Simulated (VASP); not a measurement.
Crystal: Zr.

```xyz
2
Lattice="-1.7889 1.7889 1.7889 1.7889 -1.7889 1.7889 3.5778 3.5778 0.0000" Properties=species:S:1:pos:R:3 pbc="T T T"
Zr    0.0000    0.0000    0.0000
Zr    1.7889    1.7889    1.7889
```

Base run:

* Program: VASP 6.6.1
* Functional: PBE
* Potentials or basis: VASP PAW PBE potentials, release 64 (Zr_sv)
* Cutoff: 520 eV
* k mesh: 12 × 12 × 7
* Occupations: fermi-dirac, width 0.1 eV
* Spin: no spin polarisation

Its results: band gap on the k mesh zero (band 12 reaches 10.03 eV, above the bottom of band 13 at 8.22 eV); pressure 0.1 GPa.

Problem. The run is repeated on the same cell with these changes: dispersion from none to D3(BJ). What comes out?

Solution. Band gap on the k mesh zero (band 12 reaches 10.03 eV, above the bottom of band 13 at 8.22 eV); pressure -3.9 GPa.

Dispersion adds attraction, which lowers the pressure at fixed volume and, as a term added to the energy, leaves the levels alone.

Caveats: three body term missing (some runs); pairwise dispersion overbinds metals, which lowers pressure and volume (some runs).
